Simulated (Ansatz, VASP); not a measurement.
**AlN: VASP beside Ansatz**

Contents of INCAR:

```
SYSTEM = AlN
PREC = Accurate
ENCUT = 520
EDIFF = 1E-6
ISMEAR = 0
SIGMA = 0.01
LREAL = .False.
LASPH = .True.
NELM = 80
ALGO = Normal
ISIF = 2
LWAVE = .False.
LCHARG = .False.
GGA = PS
NBANDS = 11
```

KPOINTS

```
Automatic mesh
0
Gamma
  8 8 8
  0 0 0
```

File POSCAR:

```
AlN
1.0
    0.0000000000      2.1996212265      2.1996212265
    2.1996212265      0.0000000000      2.1996212265
    2.1996212265      2.1996212265      0.0000000000
Al N
1 1
Direct
    0.0000000000      0.0000000000      0.0000000000
    0.2500000000      0.2500000000      0.2500000000
```

Input for Ansatz:

```yaml
crystal:
  lattice:
    - [0.0, 2.19962122648, 2.19962122648]
    - [2.19962122648, 0.0, 2.19962122648]
    - [2.19962122648, 2.19962122648, 0.0]
  atoms:
    - { symbol: Al, position: [0.0, 0.0, 0.0] }
    - { symbol: "N", position: [0.25, 0.25, 0.25] }
kpoints:
  mp_grid: { grid: [8, 8, 8] }
scf:
  occupations: { method: fixed }
  convergence: { dr2_threshold: 1.0e-10 }
hamiltonian:
  xc: pbesol
  pseudopotentials: { kind: all_electron, lapw: { basis_error: 0.0005 } }
output:
  forces: true
  stress: true
  eigenstates:
    kpoints:
      - [0.0, 0.0, 0.0]
      - [0.0, -0.5, -0.5]
      - [-0.5, 0.0, -0.5]
      - [-0.5, -0.5, 0.0]
      - [0.0, 0.5, 0.0]
      - [0.5, 0.0, 0.0]
      - [0.0, 0.0, 0.5]
      - [0.5, 0.5, 0.5]
  eigenvalues: true
```

Alike in both runs: task single point; functional PBEsol; k mesh 8 × 8 × 8; no spin polarisation.

|  | VASP | Ansatz |
| --- | --- | --- |
| version | VASP 6.6.1 | Ansatz 0.2.0 |
| potentials or method | VASP PAW PBE potentials, release 64 (Al, N), cutoff 520 eV | all-electron LAPW, scalar-relativistic |
| occupations | gaussian, width 0.01 eV | fixed |

Ansatz gave:

* gap on the k mesh at the Fermi level (eV): 3.18
* pressure (GPa): -3.0

**Question.** Which values does VASP return?

**Answer.** gap on the k mesh at the Fermi level (eV): 3.18; pressure (GPa): -2.9.

VASP's potentials were made for PBE, not for PBEsol. Ansatz ran all-electron here, and VASP with PAW potentials.
